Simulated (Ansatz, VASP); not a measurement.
# Ga2O3 in VASP and in Ansatz

File INCAR:

```
SYSTEM = Ga2O3
  PREC = Accurate
  ENCUT = 520
  EDIFF = 1E-6
  ISMEAR = 0
  SIGMA = 0.05
  LREAL = .False.
  LASPH = .True.
  NELM = 60
  ALGO = Normal
  ISIF = 2
  LWAVE = .False.
  LCHARG = .True.
  GGA = PE
  LELF = .True.
  LVHAR = .True.
  NBANDS = 55
```

File KPOINTS:

```
Automatic mesh
0
Gamma
  10 10 6
  0 0 0
```

File POSCAR:

```
Ga2O3
1.0
    6.2274305598     -1.5417565250      0.0114924401
    6.2274305598      1.5417565250      0.0114924401
   -1.4027234635      0.0000000000      5.7076941923
Ga O
4 6
Direct
    0.0899134338      0.0899134338      0.7947233208
    0.9100865662      0.9100865662      0.2052766792
    0.6585007301      0.6585007301      0.3141978956
    0.3414992699      0.3414992699      0.6858021044
    0.1634883775      0.1634883775      0.1092060622
    0.8365116225      0.8365116225      0.8907939378
    0.1737013130      0.1737013130      0.5643594347
    0.8262986870      0.8262986870      0.4356405653
    0.4960195697      0.4960195697      0.2566813608
    0.5039804303      0.5039804303      0.7433186392
```

Input for Ansatz:

```yaml
crystal:
  lattice:
    - [6.2274305652, -1.5417565232, 0.011492441]
    - [6.2274305652, 1.5417565232, 0.011492441]
    - [-1.4027234639, 0.0, 5.7076941939]
  atoms:
    - { symbol: Ga, position: [0.0899134338, 0.0899134338, 0.7947233214] }
    - { symbol: Ga, position: [0.9100865662, 0.9100865662, 0.2052766786] }
    - { symbol: Ga, position: [0.6585007298, 0.6585007298, 0.3141978958] }
    - { symbol: Ga, position: [0.3414992702, 0.3414992702, 0.6858021042] }
    - { symbol: O, position: [0.1634883771, 0.1634883771, 0.1092060624] }
    - { symbol: O, position: [0.8365116229, 0.8365116229, 0.8907939376] }
    - { symbol: O, position: [0.1737013129, 0.1737013129, 0.5643594349] }
    - { symbol: O, position: [0.8262986871, 0.8262986871, 0.4356405651] }
    - { symbol: O, position: [0.4960195696, 0.4960195696, 0.2566813611] }
    - { symbol: O, position: [0.5039804304, 0.5039804304, 0.7433186389] }
basis:
  ecutwfc: 420
kpoints:
  mp_grid: { grid: [10, 10, 6] }
hamiltonian:
  xc: pbe
scf:
  occupations: { method: gaussian, width: 0.05 }
output:
  forces: true
  stress: true
  eigenvalues: true
  write_density: true
  write_potential: true
  elf: true
  volumetric_format: npy
```

Alike in both runs: task single point; functional PBE; k mesh 10 × 10 × 6; occupations gaussian, width 0.05 eV; no spin polarisation.

```csv
,VASP,Ansatz
version,VASP 6.6.1,Ansatz 0.2.0
potentials or method,"VASP PAW PBE potentials, release 64 (Ga_d, O), cutoff 520 eV","scalar-relativistic, plane waves, PAW"
valence electrons in the cell,88,88
```

|  | VASP | Ansatz | Ansatz less VASP |
| --- | --- | --- | --- |
| gap on the k mesh at the Fermi level (eV) | 1.99 | 2.01 | +0.017 |
| least direct gap on the mesh (eV) | 2.02 | 2.03 | +0.015 |
| pressure (GPa) | 0.6 | 0.0 | -0.56 |
| traceless stress, the component that is largest in VASP (GPa) | 0.09 | -0.01 | -0.098 |
| rms of the force components (eV/Å) | 0.008 | 0.001 | -0.0073 |

Atom by atom the forces differ by 0.008 eV/Å (rms over components). The functional is the same, so the differences come from potentials, cutoffs and numerics.
